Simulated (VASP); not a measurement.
# S (I4/mmm) in VASP: a series of runs

Runs on S. Level: PBE+D3(BJ). Tasks: single point.

All numbers are computed with VASP 6.6.1; they aren't measurements. Logs are shortened: lines on timing, memory, paths and dates and some standing lists are left out, and cuts for length are marked.

**1. The cell of the first run**

Symmetry: I4/mmm, No. 139, tetragonal system. Conventional cell: a = 3.064 Å, b = 3.064 Å, c = 3.380 Å, α = 90.00°, β = 90.00°, γ = 90.00°. S (site symmetry 4/mmm) has 14 S at 2.75 to 3.38 Å within 3.6 Å.

**2. Single point, PBE+D3(BJ)**

INCAR

```
SYSTEM = S
PREC     = Accurate       ! precision mode
ENCUT    = 520            ! plane-wave cutoff, eV
EDIFF    = 1E-6           ! SCF threshold, eV
ISMEAR   = 0              ! smearing method
SIGMA    = 0.15           ! smearing width, eV
LREAL    = .False.        ! projectors in reciprocal space
LASPH    = .True.         ! aspherical terms in the spheres
NELM     = 100            ! most SCF steps
ALGO     = Normal         ! electronic algorithm
ISIF     = 2              ! what is computed and relaxed
LWAVE    = .False.        ! write WAVECAR
LCHARG   = .False.        ! write CHGCAR
GGA      = PE             ! functional
IVDW     = 12             ! dispersion correction
NBANDS   = 9              ! bands
```

KPOINTS

```
Automatic mesh
0
Gamma
  22 22 22
  0 0 0
```

POSCAR

```
S
1.0
    0.0000000000      2.1665559963      1.6899136771
    2.1665559963      0.0000000000      1.6899136771
    2.1665559963      2.1665559963      0.0000000000
S
1
Direct
    0.0000000000      0.0000000000      0.0000000000
```

Potentials or basis: VASP PAW PBE potentials, release 64 (S).

Command:

```sh
> cat potpaw_PBE.64/S/POTCAR > POTCAR
> mpirun -np 1 vasp_std > vasp.out
```

OUTCAR:

```text
SYSTEM = S
   PREC = Accurate
   ENCUT = 520
   EDIFF = 1E-6
   ISMEAR = 0
   LREAL = .False.
   LASPH = .True.
   NELM = 100
   ISIF = 2
   GGA = PE
   IVDW = 12
 IVDW          = 12

 ion  position               nearest neighbor table
   1  0.000  0.000  0.000-

  LATTYP: Found a body centered tetragonal cell.
 ALAT       =     3.0639728736
 C/A-ratio  =     1.1030865786

  Lattice vectors:

 A1 = (   0.0000000000,  -2.1665559963,  -1.6899136771)
 A2 = (   0.0000000000,   2.1665559963,  -1.6899136771)
 A3 = (   2.1665559963,   0.0000000000,   1.6899136771)

Analysis of symmetry for initial positions (statically):
=====================================================================
 Subroutine PRICEL returns:
 Original cell was already a primitive cell.

 Routine SETGRP: Setting up the symmetry group for a
 body centered tetragonal supercell.

 Subroutine GETGRP returns: Found 16 space group operations
 (whereof 16 operations were pure point group operations)
 out of a pool of 16 trial point group operations.

The static configuration has the point symmetry D_4h.

Analysis of symmetry for dynamics (positions and initial velocities):
=====================================================================
 Subroutine PRICEL returns:
 Original cell was already a primitive cell.

 Routine SETGRP: Setting up the symmetry group for a
 body centered tetragonal supercell.

 Subroutine GETGRP returns: Found 16 space group operations
 (whereof 16 operations were pure point group operations)
 out of a pool of 16 trial point group operations.

The dynamic configuration has the point symmetry D_4h.

 Subroutine INISYM returns: Found 16 space group operations
 (whereof 16 operations are pure point group operations),
 and found     1 'primitive' translations

----------------------------------------------------------------------------------------

                                     Primitive cell

  volume of cell :      15.8648

  direct lattice vectors                    reciprocal lattice vectors
     0.000000000  2.166555996  1.689913677    -0.230781019  0.230781019  0.295873101
     2.166555996  0.000000000  1.689913677     0.230781019 -0.230781019  0.295873101
     2.166555996  2.166555996  0.000000000     0.230781019  0.230781019 -0.295873101

  length of vectors
     2.747685048  2.747685048  3.063972874     0.440523154  0.440523154  0.440523154

[... 81 lines left out ...]
   NSW    =      0    number of steps for IOM
   IBRION =     -1    ionic relax: 0-MD 1-quasi-New 2-CG
   NFREE  =      0    steps in history (QN), initial steepest desc. (CG)
   ISIF   =      2    stress and relaxation
   ISYM   =      2    0-nonsym 1-usesym 2-fastsym
   POTIM  = 0.5000    time-step for ionic-motion
   TEBEG  =    0.0;   TEEND  =   0.0 temperature during run
   PSTRESS=    0.0 pullay stress
   NELECT =       6.0000    total number of electrons
   NUPDOWN=      -1.0000    fix difference up-down
   EMIN   =  10.00;   EMAX   =-10.00  energy-range for DOS
   EFERMI =   0.00;   METHOD = LEGACY
   ISMEAR =     0;   SIGMA  =   0.15  broadening in eV -4-tet -1-fermi 0-gaus
   EFERMI_NEDOS =   21; number of points for ismear=-14 and -15
   IALGO  =     38    algorithm
   IMIX   =      4    mixing-type and parameters
     AMIX     =   0.40;   BMIX     =  1.00
     AMIX_MAG =   1.60;   BMIX_MAG =  1.00
  volume/ion in A,a.u.               =      15.86       107.06
  Fermi-wavevector in a.u.,A,eV,Ry     =   1.183897  2.237240 19.070080  1.401611
  Thomas-Fermi vector in A             =   2.320122
   LORBIT       =      0    0 simple, 1 ext, 2 COOP (PROOUT), +10 PAW based schemes
   GGA     = PE    functional components
   LHFCALC =     F    Hartree Fock is set to
   AEXX    =    0.0000 exact exchange contribution
   IVDW    =    12    specifies the selected vdW correction
   LEPSILON=     F    determine dielectric tensor
   LRPA    =     F    only Hartree local field effects (RPA)
 non-spin polarized calculation
 Gauss-broadening in eV      SIGMA  =   0.15
  energy-cutoff  :      520.00
  volume of cell :       15.86
 maximum number of plane-waves:       440
   NGX = 11   NGY = 11   NGZ = 11

 number of electron       6.0000000 magnetization

 Free energy of the ion-electron system (eV)
  ---------------------------------------------------
  ext. energy  EPLUGINS =         0.00000000
  ---------------------------------------------------
  free energy    TOTEN  =        -2.97267556 eV

  energy without entropy =       -2.96466563  energy(sigma->0) =       -2.96867059

 E-fermi :   7.5591     XC(G=0): -11.1544

 val. band max:        7.5574679430   @ k =   0.3636  -0.0000   0.1364
 cond. band min:       7.5632541667   @ k =  -0.3636   0.1818   0.0000
 fundamental gap:      0.0057862238
 Fermi energy:         7.5591311532

 k-point     1 :       0.0000    0.0000    0.0000
  band No.  band energies     occupation
      1      -9.2628      2.00000
      2      10.5435      0.00000
      3      10.6465      0.00000
      4      10.6465      0.00000
      5      19.3552      0.00000
      6      19.3552      0.00000
      7      21.1321      0.00000
      8      21.8957      0.00000
      9      22.2165      0.00000
[... 265 lines left out ...]
 k-point    24 :      -0.4545    0.0455    0.0000
  band No.  band energies     occupation
      1      -5.1587      2.00000
      2       0.3990      2.00000
      3       7.8701      0.00337
      4       9.8655      0.00000
      5      15.8425      0.00000
      6      16.7881      0.00000
      7      22.3088      0.00000
      8      26.4660      0.00000
      9      28.1844      0.00000

 [... further k-points ...]

------------------------ aborting loop because EDIFF is reached ----------------------------------------

 Edisp (eV)   -0.38310

 E8    (eV) :    -0.1373

  FORCE on cell =-STRESS in cart. coord.  units (eV):
  Direction    XX          YY          ZZ          XY          YZ          ZX
  --------------------------------------------------------------------------------------
  -------------------------------------------------------------------------------------
  Total      -0.08944    -0.08944    -1.09153     0.00000     0.00000     0.00000
  in kB      -9.03285    -9.03285  -110.23347     0.00000     0.00000     0.00000
  external pressure =      -42.77 kB  Pullay stress =        0.00 kB

 VOLUME and BASIS-vectors are now :
 -----------------------------------------------------------------------------
  energy-cutoff  :      520.00
  volume of cell :       15.86
      direct lattice vectors                 reciprocal lattice vectors
     0.000000000  2.166555996  1.689913677    -0.230781019  0.230781019  0.295873101
     2.166555996  0.000000000  1.689913677     0.230781019 -0.230781019  0.295873101
     2.166555996  2.166555996  0.000000000     0.230781019  0.230781019 -0.295873101

 POSITION                                       TOTAL-FORCE (eV/Angst)
 -----------------------------------------------------------------------------------
      0.00000      0.00000      0.00000         0.000000     -0.000000      0.000000
 -----------------------------------------------------------------------------------
    total drift:                                0.000000      0.000000     -0.000000

  FREE ENERGIE OF THE ION-ELECTRON SYSTEM (eV)
  ---------------------------------------------------
  free  energy   TOTEN  =        -3.3557802768 eV

  energy  without entropy=       -3.3477703462  energy(sigma->0) =       -3.35177531
```

stdout:

```text
POSCAR found type information on POSCAR S
 POSCAR found :  1 types and       1 ions
 scaLAPACK will be used
 LDA part: xc-table for (Slater+PW92), standard interpolation
 POSCAR, INCAR and KPOINTS ok, starting setup
 FFT: planning ... GRIDC
 FFT: planning ... GRID_SOFT
 FFT: planning ... GRID
 WAVECAR not read
 entering main loop
```

Run time: 51 s. Hardware: 1 thread of Intel Xeon Platinum 8488C (Sapphire Rapids), shared host; peak memory 0.21 GiB.

Results:

```yaml
Free_energy: -3.3558 eV
Pressure: -4.3 GPa
Band_gap_on_the_k_mesh: zero (bands 3 and 4 overlap by 6.80 eV)
Dispersion_energy_per_atom: -0.383 eV
```

Stress tensor (GPa, compression positive):
```
 -0.90   0.00   0.00
  0.00  -0.90   0.00
  0.00   0.00 -11.02
```

Caveat: the stress differs along the axes, from -11 to -1 GPa.

**3. Single point, PBE+D3(BJ)**

This run uses another cell than the first one, of the same volume but with other edges.

INCAR

```
ALGO = Normal
EDIFF = 1E-6
ENCUT = 520
GGA = PE
ISIF = 2
ISMEAR = 0
IVDW = 12
LASPH = True
LCHARG = False
LREAL = False
LWAVE = False
NBANDS = 9
NELM = 80
PREC = Accurate
SIGMA = 0.15
```

KPOINTS

```
k-points
0
Gamma
  22 22 22
```

POSCAR

```
S
1.0
    0.0000000000      2.0505585611      1.8865138762
    2.0505585611      0.0000000000      1.8865138762
    2.0505585611      2.0505585611      0.0000000000
S
1
Direct
    0.0000000000      0.0000000000      0.0000000000
```

Potentials or basis: VASP PAW PBE potentials, release 64 (S).

Command:

```sh
> cat potpaw_PBE.64/S/POTCAR > POTCAR
> mpirun -np 1 vasp_std > vasp.out
```

Wall time 66 s (1 thread of Intel Xeon Platinum 8488C (Sapphire Rapids), shared host); peak memory 0.22 GiB.

Results (log left out):

| Property | Result |
| --- | --- |
| Free energy | -3.2343 eV |
| Pressure | -3.9 GPa |
| Band gap on the k mesh | zero (bands 3 and 4 overlap by 6.05 eV) |
| Dispersion energy per atom | -0.383 eV |

Stress tensor (GPa, compression positive):
```
-1.73  0.00  0.00
 0.00 -1.73  0.00
 0.00  0.00 -8.33
```

Levels at points of the mesh, in eV from the Fermi level:
| k point | band 1 | band 2 | band 3 | band 4 | band 5 | band 6 |
| --- | --- | --- | --- | --- | --- | --- |
| (0.00, 0.00, 0.00) | -16.73 | 3.14 | 3.14 | 3.14 | 11.80 | 11.80 |
| (0.50, 0.00, 0.00) | -12.63 | -7.42 | 1.32 | 2.33 | 9.12 | 10.48 |
| (0.50, 0.50, 0.00) | -10.34 | -5.92 | -1.56 | -1.56 | 4.66 | 5.42 |
| (0.50, 0.00, 0.50) | -11.36 | -6.66 | -0.84 | -0.09 | 5.78 | 6.19 |

Caveat: the stress differs along the axes, from -8 to -2 GPa.

**4. Single point, PBE+D3(BJ)**

This run uses another cell than the first one, of the same volume but with other edges.

INCAR

```
SYSTEM = S
  PREC = Accurate
  ENCUT = 520
  EDIFF = 1E-6
  ISMEAR = 0
  SIGMA = 0.15
  LREAL = .FALSE.
  LASPH = .TRUE.
  NELM = 80
  ALGO = Normal
  ISIF = 2
  LWAVE = .FALSE.
  LCHARG = .TRUE.
  GGA = PE
  IVDW = 12
  LELF = .TRUE.
  LVHAR = .TRUE.
  NBANDS = 9
```

KPOINTS

```
Automatic mesh
0
G
  22 22 22
  0 0 0
```

POSCAR

```
S
1.0
    0.0000000000      1.9319856250      2.1251841875
    1.9319856250      0.0000000000      2.1251841875
    1.9319856250      1.9319856250      0.0000000000
S
1
Direct
    0.0000000000      0.0000000000      0.0000000000
```

Command:

```sh
> cat potpaw_PBE.64/S/POTCAR > POTCAR
> mpirun -np 1 vasp_std > vasp.out
```

It took 52 s on 1 thread of Intel Xeon Platinum 8488C (Sapphire Rapids), shared host; peak memory 0.22 GiB.

Results (log left out):

- Free energy: -3.2429 eV
- Pressure: -3.9 GPa
- Band gap on the k mesh: zero (bands 3 and 4 overlap by 5.98 eV)
- Dispersion energy per atom: -0.383 eV

Stress tensor (GPa, compression positive):
```
-6.87  0.00  0.00
 0.00 -6.87  0.00
 0.00  0.00  1.93
```

Levels at points of the mesh, in eV from the Fermi level:
```csv
k point,band 1,band 2,band 3,band 4,band 5,band 6,band 7,band 8
"(0.00, 0.00, 0.00)",-16.74,2.98,3.21,3.21,11.28,12.63,12.63,14.26
"(0.50, 0.00, 0.00)",-12.63,-7.42,1.13,2.54,8.77,11.13,12.30,17.35
"(0.50, 0.50, 0.00)",-11.87,-6.86,-0.02,-0.02,6.36,6.40,22.16,23.12
"(0.50, 0.00, 0.50)",-10.58,-6.18,-1.70,-0.74,4.94,5.72,21.35,21.49
```

Caveat: the stress differs along the axes, from -7 to 2 GPa.

**5. Single point, PBE+D3(BJ)**

This run uses another cell than the first one, of the same volume but with other edges.

INCAR

```
SYSTEM = S
ALGO     = Normal         ! electronic algorithm
EDIFF    = 1E-6           ! SCF threshold, eV
ENCUT    = 520            ! plane-wave cutoff, eV
GGA      = PE             ! functional
ISIF     = 2              ! what is computed and relaxed
ISMEAR   = 0              ! smearing method
IVDW     = 12             ! dispersion correction
LASPH    = .TRUE.         ! aspherical terms in the spheres
LCHARG   = .FALSE.        ! write CHGCAR
LREAL    = .FALSE.        ! projectors in reciprocal space
LWAVE    = .FALSE.        ! write WAVECAR
NBANDS   = 9              ! bands
NELM     = 100            ! most SCF steps
PREC     = Accurate       ! precision mode
SIGMA    = 0.15           ! smearing width, eV
```

KPOINTS

```
k-points
0
G
  22 22 22
  0 0 0
```

POSCAR

```
S
1.0
    0.0000000000      2.3023092951      1.4965010418
    2.3023092951      0.0000000000      1.4965010418
    2.3023092951      2.3023092951      0.0000000000
S
1
Direct
    0.0000000000      0.0000000000      0.0000000000
```

Command:

```sh
> cat potpaw_PBE.64/S/POTCAR > POTCAR
> mpirun -np 1 vasp_std > vasp.out
```

Run time: 55 s. Hardware: 1 thread of Intel Xeon Platinum 8488C (Sapphire Rapids), shared host; peak memory 0.22 GiB.

The run converged. Its results:

| Quantity | Value |
| --- | --- |
| Free energy | -3.3674 eV |
| Pressure | -4.3 GPa |
| Band gap on the k mesh | zero (bands 3 and 4 overlap by 6.59 eV) |
| Dispersion energy per atom | -0.383 eV |

Stress tensor (GPa, compression positive):
```
-6.88  0.00  0.00
 0.00 -6.88  0.00
 0.00  0.00  1.01
```

Levels at points of the mesh, in eV from the Fermi level:
```tsv
k point	band 1	band 2	band 3	band 4	band 5	band 6
(0.00, 0.00, 0.00)	-16.82	2.95	2.95	3.28	11.23	12.93
(0.50, 0.00, 0.00)	-12.25	-7.27	-0.21	1.85	7.26	7.86
(0.50, 0.50, 0.00)	-9.46	-4.00	-4.00	-2.42	3.75	4.59
(0.50, 0.00, 0.50)	-12.78	-7.49	0.62	2.84	8.42	9.49
```

Caveat: the stress differs along the axes, from -7 to 1 GPa.

**6. The runs side by side**

```tsv
cell	gap on the mesh (eV)	pressure (GPa)
a = 2.748, b = 2.748, c = 3.064 Å, angles 56.1, 56.1, 67.8°, 1 atom	none	-4.3
a = 2.786, b = 2.786, c = 2.900 Å, angles 58.6, 58.6, 62.7°, 1 atom	none	-3.9
a = 2.872, b = 2.872, c = 2.732 Å, angles 61.6, 61.6, 56.8°, 1 atom	none	-3.9
a = 2.746, b = 2.746, c = 3.256 Å, angles 53.6, 53.6, 72.7°, 1 atom	none	-4.3
```

Alike in all rows: task single point; level PBE+D3(BJ); potentials or basis VASP PAW PBE potentials, release 64 (S); no spin polarisation; k mesh 22 × 22 × 22; cutoff (eV) 520; smearing gaussian 0.15 eV.

Caveats: the stress differs along the axes, from -11 to -1 GPa (at least some runs); the stress differs along the axes, from -8 to -2 GPa (at least some runs); the stress differs along the axes, from -7 to 2 GPa (at least some runs); the stress differs along the axes, from -7 to 1 GPa (at least some runs).

Total energies depend on the potentials used, so only differences within one code and one set of settings carry meaning.
